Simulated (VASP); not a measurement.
# SiMo3 in VASP: notebook

SiMo3 is run at these levels: PBE; tasks: single point, relaxation of cell and atoms.

Program: VASP 6.6.1. These are calculated values, not measurements. Logs are shortened: lines on timing, memory, paths and dates and some standing lists are left out, and cuts for length are marked.

### 1 The cell of the first run

Symmetry: Pm-3n, No. 223, cubic system. The conventional cell has a = 4.906 Å, b = 4.906 Å, c = 4.906 Å, α = 90.00°, β = 90.00°, γ = 90.00°. Si (site symmetry m-3) has 12 Mo at 2.74 Å within 3.6 Å. Within 3.2 Å of Mo (site symmetry -4m2) lie 10 Mo at 2.45 to 3.00 Å and 4 Si at 2.74 Å.

### 2 Single point, PBE

Contents of INCAR:

```
PREC = Accurate ; ENCUT = 500
EDIFF = 1E-6 ; ISMEAR = 0
SIGMA = 0.1 ; LREAL = F
LASPH = T ; NELM = 120
ALGO = Normal ; ISIF = 2
LWAVE = F ; LCHARG = F
GGA = PE ; NBANDS = 56
GGA_COMPAT = F
```

Contents of KPOINTS:

```
regular mesh
0
Gamma
  6 6 6
```

Contents of POSCAR:

```
SiMo3
1.0
    4.9063915517      0.0000000000      0.0000000000
    0.0000000000      4.9063915517      0.0000000000
    0.0000000000      0.0000000000      4.9063915517
Si Mo
2 6
Direct
    0.5000000000      0.5000000000      0.5000000000
    0.0000000000      0.0000000000      0.0000000000
    0.0000000000      0.5000000000      0.7500000000
    0.0000000000      0.5000000000      0.2500000000
    0.5000000000      0.2500000000      0.0000000000
    0.5000000000      0.7500000000      0.0000000000
    0.2500000000      0.0000000000      0.5000000000
    0.7500000000      0.0000000000      0.5000000000
```

Potentials or basis: VASP PAW PBE potentials, release 64 (Si, Mo_sv).

On the command line:

```sh
cat potpaw_PBE.64/Si/POTCAR potpaw_PBE.64/Mo_sv/POTCAR > POTCAR
mpirun -np 1 vasp_std > vasp.out
```

OUTCAR:

```text
PREC = Accurate
   ENCUT = 500
   EDIFF = 1E-6
   ISMEAR = 0
   LREAL = F
   LASPH = T
   NELM = 120
   ISIF = 2
   GGA = PE

 ion  position               nearest neighbor table
   1  0.500  0.500  0.500-   3 2.74   4 2.74   5 2.74   6 2.74   7 2.74   8 2.74   5 2.74   6 2.74
                             7 2.74   8 2.74   3 2.74   4 2.74
   2  0.000  0.000  0.000-   3 2.74   4 2.74   5 2.74   6 2.74   7 2.74   8 2.74   7 2.74   8 2.74
                             3 2.74   4 2.74   5 2.74   6 2.74
   3  0.000  0.500  0.750-   4 2.45   4 2.45   1 2.74   2 2.74   2 2.74   1 2.74   8 3.00   5 3.00
                             6 3.00   7 3.00   8 3.00   7 3.00   5 3.00   6 3.00
   4  0.000  0.500  0.250-   3 2.45   3 2.45   1 2.74   2 2.74   2 2.74   1 2.74   8 3.00   5 3.00
                             6 3.00   7 3.00   8 3.00   7 3.00   5 3.00   6 3.00
   5  0.500  0.250  0.000-   6 2.45   6 2.45   1 2.74   1 2.74   2 2.74   2 2.74   8 3.00   4 3.00
                             7 3.00   8 3.00   3 3.00   7 3.00   3 3.00   4 3.00
   6  0.500  0.750  0.000-   5 2.45   5 2.45   1 2.74   1 2.74   2 2.74   2 2.74   8 3.00   4 3.00
                             7 3.00   8 3.00   3 3.00   7 3.00   3 3.00   4 3.00
   7  0.250  0.000  0.500-   8 2.45   8 2.45   1 2.74   2 2.74   1 2.74   2 2.74   3 3.00   4 3.00
                             5 3.00   6 3.00   5 3.00   3 3.00   4 3.00   6 3.00
   8  0.750  0.000  0.500-   7 2.45   7 2.45   1 2.74   2 2.74   1 2.74   2 2.74   3 3.00   4 3.00
                             5 3.00   6 3.00   5 3.00   3 3.00   4 3.00   6 3.00

  LATTYP: Found a simple cubic cell.
 ALAT       =     4.9063915517

  Lattice vectors:

 A1 = (   4.9063915517,   0.0000000000,   0.0000000000)
 A2 = (   0.0000000000,   4.9063915517,   0.0000000000)
 A3 = (   0.0000000000,   0.0000000000,   4.9063915517)

Analysis of symmetry for initial positions (statically):
=====================================================================
 Subroutine PRICEL returns:
 Original cell was already a primitive cell.

 Routine SETGRP: Setting up the symmetry group for a
 simple cubic supercell.

 Subroutine GETGRP returns: Found 48 space group operations
 (whereof 24 operations were pure point group operations)
 out of a pool of 48 trial point group operations.

The static configuration has the point symmetry T_h .
 The point group associated with its full space group is O_h .

Analysis of symmetry for dynamics (positions and initial velocities):
=====================================================================
 Subroutine PRICEL returns:
 Original cell was already a primitive cell.

 Routine SETGRP: Setting up the symmetry group for a
 simple cubic supercell.

 Subroutine GETGRP returns: Found 48 space group operations
 (whereof 24 operations were pure point group operations)
 out of a pool of 48 trial point group operations.

The dynamic configuration has the point symmetry T_h .
 The point group associated with its full space group is O_h .

 Subroutine INISYM returns: Found 48 space group operations
 (whereof 24 operations are pure point group operations),
 and found     1 'primitive' translations

----------------------------------------------------------------------------------------

                                     Primitive cell

  volume of cell :     118.1100

  direct lattice vectors                    reciprocal lattice vectors
     4.906391552  0.000000000  0.000000000     0.203815776  0.000000000  0.000000000
     0.000000000  4.906391552  0.000000000     0.000000000  0.203815776  0.000000000
     0.000000000  0.000000000  4.906391552     0.000000000  0.000000000  0.203815776

  length of vectors
     4.906391552  4.906391552  4.906391552     0.203815776  0.203815776  0.203815776

  position of ions in fractional coordinates (direct lattice)
     0.500000000  0.500000000  0.500000000
     0.000000000  0.000000000  0.000000000
     0.000000000  0.500000000  0.750000000
     0.000000000  0.500000000  0.250000000
     0.500000000  0.250000000  0.000000000
     0.500000000  0.750000000  0.000000000
     0.250000000  0.000000000  0.500000000
     0.750000000  0.000000000  0.500000000

  ion indices of the primitive-cell ions
   primitive index   ion index
                 1           1
                 2           2
                 3           3
                 4           4
                 5           5
                 6           6
                 7           7
                 8           8

----------------------------------------------------------------------------------------

 KPOINTS: regular mesh

Automatic generation of k-mesh.
 Grid dimensions read from file:
 generate k-points for:    6    6    6

 Generating k-lattice:

  Cartesian coordinates                     Fractional coordinates (reciprocal lattice)
     0.033969296  0.000000000  0.000000000     0.166666667  0.000000000  0.000000000
     0.000000000  0.033969296  0.000000000     0.000000000  0.166666667  0.000000000
     0.000000000  0.000000000  0.033969296     0.000000000  0.000000000  0.166666667

  Length of vectors
     0.033969296  0.033969296  0.033969296

  Shift w.r.t. Gamma in fractional coordinates (k-lattice)
     0.000000000  0.000000000  0.000000000

 Subroutine IBZKPT returns following result:
 ===========================================

 Found     20 irreducible k-points:

 Following reciprocal coordinates:
            Coordinates               Weight
  0.000000  0.000000  0.000000      1.000000
  0.166667  0.000000  0.000000      6.000000
  0.333333  0.000000  0.000000      6.000000
  0.500000  0.000000  0.000000      3.000000
  0.166667  0.166667  0.000000     12.000000
  0.333333  0.166667  0.000000     24.000000
[... 12 lines left out ...]
  0.500000  0.500000  0.333333      6.000000
  0.500000  0.500000  0.500000      1.000000
   k-points           NKPTS =     20   k-points in BZ     NKDIM =     20   number of bands    NBANDS=     56
   number of dos      NEDOS =    301   number of ions     NIONS =      8
   total plane-waves  NPLWV =  46656
   dimension x,y,z NGX =    36 NGY =   36 NGZ =   36
   dimension x,y,z NGXF=    72 NGYF=   72 NGZF=   72
   ions per type =               2   6
   NGX,Y,Z   is equivalent  to a cutoff of  12.20, 12.20, 12.20 a.u.
   NGXF,Y,Z  is equivalent  to a cutoff of  24.40, 24.40, 24.40 a.u.
 SYSTEM =  unknown system
   PREC   = accura    normal or accurate (medium, high low for compatibility)
   ISTART =      0    job   : 0-new  1-cont  2-samecut
   ICHARG =      2    charge: 1-file 2-atom 10-const
   ISPIN  =      1    spin polarized calculation?
   LNONCOLLINEAR =      F non collinear calculations
   LSORBIT =      F    spin-orbit coupling
   LASPH  =      T    aspherical Exc in radial PAW
   ENCUT  =  500.0 eV  36.75 Ry    6.06 a.u.   8.95  8.95  8.95*2*pi/ulx,y,z
   NELM   =    120;   NELMIN=  2; NELMDL= -5     # of ELM steps
   EDIFF  = 0.1E-05   stopping-criterion for ELM
   LREAL  =      F    real-space projection
   EDIFFG = 0.1E-04   stopping-criterion for IOM
   NSW    =      0    number of steps for IOM
   IBRION =     -1    ionic relax: 0-MD 1-quasi-New 2-CG
   NFREE  =      0    steps in history (QN), initial steepest desc. (CG)
   ISIF   =      2    stress and relaxation
   ISYM   =      2    0-nonsym 1-usesym 2-fastsym
   POTIM  = 0.5000    time-step for ionic-motion
   TEBEG  =    0.0;   TEEND  =   0.0 temperature during run
   PSTRESS=    0.0 pullay stress
   NELECT =      92.0000    total number of electrons
   NUPDOWN=      -1.0000    fix difference up-down
   EMIN   =  10.00;   EMAX   =-10.00  energy-range for DOS
   EFERMI =   0.00;   METHOD = LEGACY
   ISMEAR =     0;   SIGMA  =   0.10  broadening in eV -4-tet -1-fermi 0-gaus
   EFERMI_NEDOS =   21; number of points for ismear=-14 and -15
   IALGO  =     38    algorithm
   IMIX   =      4    mixing-type and parameters
     AMIX     =   0.40;   BMIX     =  1.00
     AMIX_MAG =   1.60;   BMIX_MAG =  1.00
  volume/ion in A,a.u.               =      14.76        99.63
  Fermi-wavevector in a.u.,A,eV,Ry     =   1.506290  2.846475 30.870385  2.268909
  Thomas-Fermi vector in A             =   2.617027
   LORBIT       =      0    0 simple, 1 ext, 2 COOP (PROOUT), +10 PAW based schemes
   GGA     = PE    functional components
   LHFCALC =     F    Hartree Fock is set to
   AEXX    =    0.0000 exact exchange contribution
   IVDW    =     0    specifies the selected vdW correction
   LEPSILON=     F    determine dielectric tensor
   LRPA    =     F    only Hartree local field effects (RPA)
 non-spin polarized calculation
 Gauss-broadening in eV      SIGMA  =   0.10
  energy-cutoff  :      500.00
  volume of cell :      118.11
 maximum number of plane-waves:      3028
 NGX is ok and might be reduce to    36
   NGX = 17   NGY = 17   NGZ = 17

 number of electron      91.9999974 magnetization

 Free energy of the ion-electron system (eV)
  ---------------------------------------------------
  ext. energy  EPLUGINS =         0.00000000
  ---------------------------------------------------
  free energy    TOTEN  =       -78.98382178 eV

  energy without entropy =      -78.96184341  energy(sigma->0) =      -78.97283259

 E-fermi :  12.6037     XC(G=0): -13.0558

 val. band max:       12.5473705704   @ k =   0.5000   0.3333   0.0000
 cond. band min:      12.6163104799   @ k =   0.5000   0.3333   0.1667
 fundamental gap:      0.0689399095
 Fermi energy:        12.6037462264

 k-point     1 :       0.0000    0.0000    0.0000
  band No.  band energies     occupation
      1     -48.6740      2.00000
      2     -48.5636      2.00000
      3     -48.5636      2.00000
      4     -48.2450      2.00000
      5     -48.2450      2.00000
      6     -48.2450      2.00000
[... 48 lines left out ...]
     55      15.3007      0.00000
     56      15.3014      0.00000

 k-point     2 :       0.1667    0.0000    0.0000
  band No.  band energies     occupation
      1     -48.6622      2.00000
      2     -48.5692      2.00000
      3     -48.5476      2.00000
      4     -48.2691      2.00000
      5     -48.2450      2.00000
      6     -48.2450      2.00000
[... 1055 lines left out ...]
  band No.  band energies     occupation
      1     -48.4263      2.00000
      2     -48.4263      2.00000
      3     -48.4263      2.00000
      4     -48.4263      2.00000
      5     -48.4263      2.00000
      6     -48.4263      2.00000
[... 48 lines left out ...]
     55      14.8078      0.00000
     56      14.8078      0.00000

------------------------ aborting loop because EDIFF is reached ----------------------------------------

  FORCE on cell =-STRESS in cart. coord.  units (eV):
  Direction    XX          YY          ZZ          XY          YZ          ZX
  --------------------------------------------------------------------------------------
  -------------------------------------------------------------------------------------
  Total        0.3514172      0.3514172      0.3514172      0.0000000     -0.0000000     -0.0000000
  in kB        4.7670202      4.7670202      4.7670202      0.0000000     -0.0000000     -0.0000000
  external PRESSURE =       4.7670202 kB  Pullay stress =       0.0000000 kB

 VOLUME and BASIS-vectors are now :
 -----------------------------------------------------------------------------
  energy-cutoff  :      500.00
  volume of cell :      118.11
      direct lattice vectors                 reciprocal lattice vectors
     4.906391552  0.000000000  0.000000000     0.203815776  0.000000000  0.000000000
     0.000000000  4.906391552  0.000000000     0.000000000  0.203815776  0.000000000
     0.000000000  0.000000000  4.906391552     0.000000000  0.000000000  0.203815776

 POSITION                                       TOTAL-FORCE (eV/Angst)
 -----------------------------------------------------------------------------------
      2.45320      2.45320      2.45320         0.000000     -0.000000     -0.000000
      0.00000      0.00000      0.00000         0.000000     -0.000000     -0.000000
      0.00000      2.45320      3.67979        -0.000000     -0.000000      0.000000
      0.00000      2.45320      1.22660         0.000000      0.000000     -0.000000
      2.45320      1.22660      0.00000         0.000000     -0.000000     -0.000000
      2.45320      3.67979      0.00000        -0.000000      0.000000      0.000000
      1.22660      0.00000      2.45320        -0.000000     -0.000000     -0.000000
      3.67979      0.00000      2.45320         0.000000      0.000000      0.000000
 -----------------------------------------------------------------------------------
    total drift:                                0.000000      0.000000     -0.000000

  FREE ENERGIE OF THE ION-ELECTRON SYSTEM (eV)
  ---------------------------------------------------
  free  energy   TOTEN  =       -78.9838217814 eV

  energy  without entropy=      -78.9618434056  energy(sigma->0) =      -78.97283259
```

Run time: 70 s. Hardware: 1 thread of Intel Xeon Platinum 8488C (Sapphire Rapids), shared host; peak memory 0.25 GiB.

Results:

```yaml
Free_energy: -78.9838 eV
Pressure: 0.5 GPa
Band_gap_on_the_k_mesh: zero (band 46 reaches 13.83 eV, above the bottom of band 47 at 11.40 eV)
```

(Part 1 of 2 ends here.)
